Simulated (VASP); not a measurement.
# C (Pmma) in VASP: further runs, part 2 of 2

VASP 6.6.1.

### Step 4. Single point, PBE+D3(BJ) (atoms displaced along a vibrational mode)

The input, INCAR:

```
PREC = Accurate
ENCUT = 520
EDIFF = 1E-6
ISMEAR = 0
SIGMA = 0.15
LREAL = False
LASPH = True
NELM = 60
ALGO = Normal
ISIF = 2
LWAVE = False
LCHARG = False
GGA = PE
IVDW = 12
NBANDS = 16
```

The input, KPOINTS:

```
Automatic mesh
0
Gamma
  18 12 10
```

The input, POSCAR:

```
C
1.0
   -2.4646600698      0.0000000000      0.0000000000
    0.0000000000      0.0000000000     -3.5719696368
    0.0000000000     -4.2689164642      0.0000000000
C
4
Direct
    0.5000000000      0.0000000000      0.1694776845
    0.0000000000      0.0000000000      0.6413675069
    0.0000000000      0.0000000000      0.3305223155
    0.5000000000      0.0000000000      0.8586324931
```

Potentials or basis: VASP PAW PBE potentials, release 64 (C).

Run with:

```bash
$ cat potpaw_PBE.64/C/POTCAR > POTCAR
$ mpirun -np 1 vasp_std > vasp.out
```

OUTCAR:

```text
PREC = Accurate
   ENCUT = 520
   EDIFF = 1E-6
   ISMEAR = 0
   LREAL = False
   LASPH = True
   NELM = 60
   ISIF = 2
   GGA = PE
   IVDW = 12
 IVDW          = 12

 ion  position               nearest neighbor table
   1  0.500  0.000  0.169-   4 1.33   3 1.41   3 1.41
   2  0.000  0.000  0.641-   3 1.33   4 1.54   4 1.54
   3  0.000  0.000  0.331-   2 1.33   1 1.41   1 1.41
   4  0.500  0.000  0.859-   1 1.33   2 1.54   2 1.54

  LATTYP: Found a simple orthorhombic cell.
 ALAT       =     2.4646600698
 B/A-ratio  =     1.4492747623
 C/A-ratio  =     1.7320508075

  Lattice vectors:

 A1 = (  -2.4646600698,   0.0000000000,   0.0000000000)
 A2 = (   0.0000000000,   0.0000000000,  -3.5719696368)
 A3 = (   0.0000000000,  -4.2689164642,   0.0000000000)

Analysis of symmetry for initial positions (statically):
=====================================================================
 Subroutine PRICEL returns:
 Original cell was already a primitive cell.

 Routine SETGRP: Setting up the symmetry group for a
 simple orthorhombic supercell.

 Subroutine GETGRP returns: Found  8 space group operations
 (whereof  4 operations were pure point group operations)
 out of a pool of  8 trial point group operations.

The static configuration has the point symmetry C_2v.
 The point group associated with its full space group is D_2h.

Analysis of symmetry for dynamics (positions and initial velocities):
=====================================================================
 Subroutine PRICEL returns:
 Original cell was already a primitive cell.

 Routine SETGRP: Setting up the symmetry group for a
 simple orthorhombic supercell.

 Subroutine GETGRP returns: Found  8 space group operations
 (whereof  4 operations were pure point group operations)
 out of a pool of  8 trial point group operations.

The dynamic configuration has the point symmetry C_2v.
[... 123 lines left out ...]
     AMIX     =   0.40;   BMIX     =  1.00
     AMIX_MAG =   1.60;   BMIX_MAG =  1.00
  volume/ion in A,a.u.               =       9.40        63.40
  Fermi-wavevector in a.u.,A,eV,Ry     =   1.231556  2.327303 20.636352  1.516729
  Thomas-Fermi vector in A             =   2.366360
   LORBIT       =      0    0 simple, 1 ext, 2 COOP (PROOUT), +10 PAW based schemes
   GGA     = PE    functional components
   LHFCALC =     F    Hartree Fock is set to
   AEXX    =    0.0000 exact exchange contribution
   IVDW    =    12    specifies the selected vdW correction
   LEPSILON=     F    determine dielectric tensor
   LRPA    =     F    only Hartree local field effects (RPA)
 non-spin polarized calculation
 Gauss-broadening in eV      SIGMA  =   0.15
  energy-cutoff  :      520.00
  volume of cell :       37.58
 maximum number of plane-waves:      1040
   NGX =  9   NGY = 13   NGZ = 15

 number of electron      16.0000003 magnetization

 Free energy of the ion-electron system (eV)
  ---------------------------------------------------
  ext. energy  EPLUGINS =         0.00000000
  ---------------------------------------------------
  free energy    TOTEN  =       -35.80705133 eV

  energy without entropy =      -35.80579015  energy(sigma->0) =      -35.80642074

 E-fermi :   4.0297     XC(G=0):  -9.8734

 val. band max:        3.9954472366   @ k =   0.2778   0.2500   0.0000
 cond. band min:       4.0862161405   @ k =   0.2222   0.0833   0.0000
 fundamental gap:      0.0907689039
 Fermi energy:         4.0296993023

 k-point     1 :       0.0000    0.0000    0.0000
  band No.  band energies     occupation
      1     -15.5675      2.00000
      2     -10.0145      2.00000
      3      -9.6255      2.00000
      4      -2.8254      2.00000
      5      -2.1910      2.00000
      6      -0.0818      2.00000
[... 433 lines left out ...]
      3      -9.1337      2.00000
      4      -3.9672      2.00000
      5      -2.6600      2.00000
      6      -0.9795      2.00000
[... 8 lines left out ...]
     15      16.6329      0.00000
     16      16.9508      0.00000

 [... further k-points ...]

------------------------ aborting loop because EDIFF is reached ----------------------------------------

 Edisp (eV)   -0.57351

 E8    (eV) :    -0.1612

  FORCE on cell =-STRESS in cart. coord.  units (eV):
  Direction    XX          YY          ZZ          XY          YZ          ZX
  --------------------------------------------------------------------------------------
  -------------------------------------------------------------------------------------
  Total       0.82180     4.41944    -0.05493     0.00000     0.00000     0.00000
  in kB      35.03421   188.40609    -2.34182     0.00000     0.00000     0.00000
  external pressure =       73.70 kB  Pullay stress =        0.00 kB

 VOLUME and BASIS-vectors are now :
 -----------------------------------------------------------------------------
  energy-cutoff  :      520.00
  volume of cell :       37.58
      direct lattice vectors                 reciprocal lattice vectors
    -2.464660070  0.000000000  0.000000000    -0.405735465  0.000000000  0.000000000
     0.000000000  0.000000000 -3.571969637     0.000000000  0.000000000 -0.279957587
     0.000000000 -4.268916464  0.000000000     0.000000000 -0.234251480  0.000000000

 POSITION                                       TOTAL-FORCE (eV/Angst)
 -----------------------------------------------------------------------------------
     -1.23233     -0.72349      0.00000         0.000000     -1.121948      0.000000
      0.00000     -2.73794      0.00000         0.000000     -9.768482      0.000000
      0.00000     -1.41097      0.00000         0.000000      1.121948      0.000000
     -1.23233     -3.66543      0.00000         0.000000      9.768482      0.000000
 -----------------------------------------------------------------------------------
    total drift:                               -0.000000     -0.000000     -0.000000

  FREE ENERGIE OF THE ION-ELECTRON SYSTEM (eV)
  ---------------------------------------------------
  free  energy   TOTEN  =       -36.3805605190 eV

  energy  without entropy=      -36.3792993330  energy(sigma->0) =      -36.37992993
```

OSZICAR:

```text
N       E                     dE             d eps       ncg     rms          rms(c)
DAV:   1     0.359122214217E+02    0.35912E+02   -0.78327E+03 13464   0.914E+02
DAV:   2    -0.355537369709E+02   -0.71466E+02   -0.65090E+02 18872   0.192E+02
DAV:   3    -0.384083706948E+02   -0.28546E+01   -0.28382E+01 17680   0.359E+01
DAV:   4    -0.384327538437E+02   -0.24383E-01   -0.24377E-01 17128   0.399E+00
DAV:   5    -0.384331514189E+02   -0.39758E-03   -0.39756E-03 17504   0.484E-01    0.929E+00
DAV:   6    -0.364154113945E+02    0.20177E+01   -0.14485E+00 16400   0.825E+00    0.536E+00
DAV:   7    -0.357942410157E+02    0.62117E+00   -0.14721E+00 17368   0.786E+00    0.171E+00
DAV:   8    -0.358038977468E+02   -0.96567E-02   -0.57377E-02 16648   0.147E+00    0.762E-01
DAV:   9    -0.358066573947E+02   -0.27596E-02   -0.28221E-03 15200   0.435E-01    0.599E-02
DAV:  10    -0.358069642391E+02   -0.30684E-03   -0.19595E-04 16744   0.112E-01    0.423E-02
DAV:  11    -0.358070519643E+02   -0.87725E-04   -0.10071E-04 14456   0.656E-02    0.124E-02
DAV:  12    -0.358070513330E+02    0.63130E-06   -0.18555E-06 17008   0.121E-02
   1 F= -.36380561E+02 E0= -.36379930E+02  d E =-.126119E-02
```

stdout:

```text
POSCAR found type information on POSCAR C
 POSCAR found :  1 types and       4 ions
 scaLAPACK will be used
 LDA part: xc-table for (Slater+PW92), standard interpolation
 POSCAR, INCAR and KPOINTS ok, starting setup
 FFT: planning ... GRIDC
 FFT: planning ... GRID_SOFT
 FFT: planning ... GRID
 WAVECAR not read
 entering main loop
```

It took 70 s on 1 thread of AMD EPYC 9R45 (Zen 5), shared host; peak memory 0.26 GiB.

Results:

- Free energy: -36.3806 eV
- Pressure: 7.4 GPa
- Largest force: 9.768 eV/Å
- Band gap on the k mesh: zero (bands 8 and 9 overlap by 0.75 eV)
- Dispersion energy per atom: -0.143 eV

Forces in eV/Å, atoms in the order of the input:
```
C    0.000 -1.122  0.000
C    0.000 -9.768  0.000
C    0.000  1.122  0.000
C    0.000  9.768  0.000
```

Levels at points of the mesh, in eV from the Fermi level:
```
           k point  band 5  band 6  band 7  band 8  band 9  band 10  band 11  band 12
(0.00, 0.00, 0.00)   -6.22   -4.11   -1.02   -0.88    1.27     3.96     6.48     7.38
(0.50, 0.00, 0.00)   -9.18   -9.18   -2.40   -2.40    4.02     4.02     9.01     9.01
(0.00, 0.50, 0.00)   -6.19   -4.09   -1.98   -1.00    0.14     6.52     7.62     9.26
(0.50, 0.50, 0.00)   -9.09   -9.09   -3.46   -3.46    3.16     3.16    10.01    10.01
(0.00, 0.00, 0.50)   -5.61   -5.56   -4.46   -2.80    5.62     5.97     6.74     7.99
(0.50, 0.00, 0.50)   -6.37   -6.37   -2.16   -2.16    3.13     3.13     6.61     6.61
(0.00, 0.50, 0.50)   -6.87   -5.88   -5.54   -2.76    6.12     7.45     8.12     9.54
(0.50, 0.50, 0.50)   -6.33   -6.33   -3.10   -3.10    1.75     1.75     6.84     6.84
```

Caveat: the cell differs from its parent crystal (atoms displaced along a vibrational mode); the cell stands under pressure; forces of over 1 eV/Å act on the atoms, so gaps and moduli don't describe the material at rest.

### Step 5. Single point, PBE+D3(BJ) (atoms displaced along a vibrational mode)

The input, INCAR:

```
SYSTEM = C
PREC = Accurate ; ENCUT = 520
EDIFF = 1E-6 ; ISMEAR = 0
SIGMA = 0.15 ; LREAL = .FALSE.
LASPH = .TRUE. ; NELM = 80
ALGO = Normal ; ISIF = 2
LWAVE = .FALSE. ; LCHARG = .FALSE.
GGA = PE ; IVDW = 12
NBANDS = 16
```

The input, KPOINTS:

```
regular mesh
0
G
  18 12 10
  0 0 0
```

The input, POSCAR:

```
C
1.0
   -2.4646600698      0.0000000000      0.0000000000
    0.0000000000      0.0000000000     -3.5719696368
    0.0000000000     -4.2689164642      0.0000000000
C
4
Direct
    0.5000000000      0.0000000000      0.1807217555
    0.0000000000      0.0000000000      0.6582336134
    0.0000000000      0.0000000000      0.3192782445
    0.5000000000      0.0000000000      0.8417663866
```

Run with:

```bash
$ cat potpaw_PBE.64/C/POTCAR > POTCAR
$ mpirun -np 1 vasp_std > vasp.out
```

It took 69 s on 1 thread of AMD EPYC 9R45 (Zen 5), shared host; peak memory 0.26 GiB.

The run converged. Its results:

```yaml
Free_energy: -37.0388 eV
Pressure: 2.2 GPa
Largest_force: 5.118 eV/Å
Band_gap_on_the_k_mesh: zero (bands 8 and 9 overlap by 0.65 eV)
Dispersion_energy_per_atom: -0.144 eV
```

Forces on the atoms (eV/Å):
```
C    0.000  5.118  0.000
C    0.000 -2.491  0.000
C    0.000 -5.118  0.000
C    0.000  2.491  0.000
```

Stress tensor (GPa, compression positive):
```
 8.43  0.00  0.00
 0.00 -1.74  0.00
 0.00  0.00 -0.06
```

Levels at points of the mesh, in eV from the Fermi level:
| k point | band 5 | band 6 | band 7 | band 8 | band 9 | band 10 | band 11 | band 12 |
| --- | --- | --- | --- | --- | --- | --- | --- | --- |
| (0.00, 0.00, 0.00) | -6.93 | -3.01 | -2.58 | -1.98 | 2.62 | 3.82 | 6.75 | 8.28 |
| (0.50, 0.00, 0.00) | -8.79 | -8.79 | -2.12 | -2.12 | 3.09 | 3.09 | 9.26 | 9.26 |
| (0.00, 0.50, 0.00) | -6.99 | -2.99 | -2.97 | -2.56 | 1.29 | 6.93 | 8.42 | 8.68 |
| (0.50, 0.50, 0.00) | -8.72 | -8.72 | -3.25 | -3.25 | 2.29 | 2.29 | 10.50 | 10.50 |
| (0.00, 0.00, 0.50) | -6.47 | -5.68 | -4.77 | -4.13 | 5.56 | 5.74 | 7.10 | 7.34 |
| (0.50, 0.00, 0.50) | -6.27 | -6.27 | -1.80 | -1.80 | 2.21 | 2.21 | 7.07 | 7.07 |
| (0.00, 0.50, 0.50) | -6.66 | -6.45 | -6.16 | -4.10 | 6.38 | 7.41 | 7.65 | 8.55 |
| (0.50, 0.50, 0.50) | -6.24 | -6.24 | -2.79 | -2.79 | 0.95 | 0.95 | 7.32 | 7.32 |

Caveat: the cell differs from its parent crystal (atoms displaced along a vibrational mode); forces of over 1 eV/Å act on the atoms, so gaps and moduli don't describe the material at rest.

### Step 6. Single point, PBE+D3(BJ) (atoms displaced along a vibrational mode)

The input, INCAR:

```
ALGO = Normal ; EDIFF = 1E-7
ENCUT = 520 ; GGA = PE
ISIF = 2 ; ISMEAR = 0
IVDW = 12 ; LASPH = T
LCHARG = F ; LREAL = F
LWAVE = F ; NBANDS = 16
NELM = 100 ; PREC = Accurate
SIGMA = 0.15
```

The input, KPOINTS:

```
k-points
0
Gamma
  18 12 10
```

The input, POSCAR:

```
C
1.0
   -2.4646600698      0.0000000000      0.0000000000
    0.0000000000      0.0000000000     -3.5719696368
    0.0000000000     -4.2689164642      0.0000000000
C
4
Direct
    0.5000000000      0.0000000000      0.1722887022
    0.0000000000      0.0000000000      0.6666666667
    0.0000000000      0.0000000000      0.3277112978
    0.5000000000      0.0000000000      0.8333333333
```

Potentials or basis: VASP PAW PBE potentials, release 64 (C).

Run with:

```bash
$ cat potpaw_PBE.64/C/POTCAR > POTCAR
$ mpirun -np 1 vasp_std > vasp.out
```

Wall time 2 min (1 thread of Intel Xeon Platinum 8488C (Sapphire Rapids), shared host); peak memory 0.29 GiB.

The run converged. Its results:

| Property | Result |
| --- | --- |
| Free energy | -37.3826 eV |
| Pressure | 0.8 GPa |
| Largest force | 2.225 eV/Å |
| Band gap on the k mesh | zero (bands 8 and 9 overlap by 0.61 eV) |
| Dispersion energy per atom | -0.145 eV |

Forces in eV/Å, atoms in the order of the input:
```
C    0.000  2.225  0.000
C    0.000  0.306  0.000
C    0.000 -2.225  0.000
C    0.000 -0.306  0.000
```

Stress tensor (GPa, compression positive):
```
 3.72  0.00  0.00
 0.00 -1.35  0.00
 0.00  0.00 -0.09
```

Levels at points of the mesh, in eV from the Fermi level:
```
           k point  band 6  band 7  band 8  band 9  band 10  band 11
(0.00, 0.00, 0.00)   -3.36   -2.66   -2.02    2.66     3.83     7.16
(0.50, 0.00, 0.00)   -8.80   -2.08   -2.08    3.10     3.10     9.28
(0.00, 0.50, 0.00)   -3.34   -2.99   -2.64    1.33     7.39     7.95
(0.50, 0.50, 0.00)   -8.73   -3.22   -3.22    2.29     2.29    10.52
(0.00, 0.00, 0.50)   -5.33   -5.10   -4.98    5.65     5.69     7.56
(0.50, 0.00, 0.50)   -6.33   -1.76   -1.76    2.21     2.21     7.27
(0.00, 0.50, 0.50)   -6.44   -5.54   -4.95    6.85     7.17     7.84
(0.50, 0.50, 0.50)   -6.30   -2.76   -2.76    0.95     0.95     7.52
```

Caveat: the cell differs from its parent crystal (atoms displaced along a vibrational mode); forces of over 1 eV/Å act on the atoms, so gaps and moduli don't describe the material at rest.

### Step 7. The runs side by side

```csv
cell,gap on the mesh (eV),pressure (GPa),largest force (eV/Å)
"as given, atomic positions A",none,4.0,7.03
"as given, atomic positions B",none,0.5,0.95
"as given, atomic positions C",none,7.4,9.77
"as given, atomic positions D",none,2.2,5.12
"as given, atomic positions E",none,0.8,2.22
```

Alike in all rows: task single point; level PBE+D3(BJ); potentials or basis VASP PAW PBE potentials, release 64 (C); no spin polarisation; k mesh 18 × 12 × 10; cutoff (eV) 520; smearing gaussian 0.15 eV.

Caveats: forces of over 1 eV/Å act on the atoms, so gaps and moduli don't describe the material at rest (at least some runs); the cell stands under pressure (at least some runs).

Absolute energies hang on the potentials; compare differences alone.
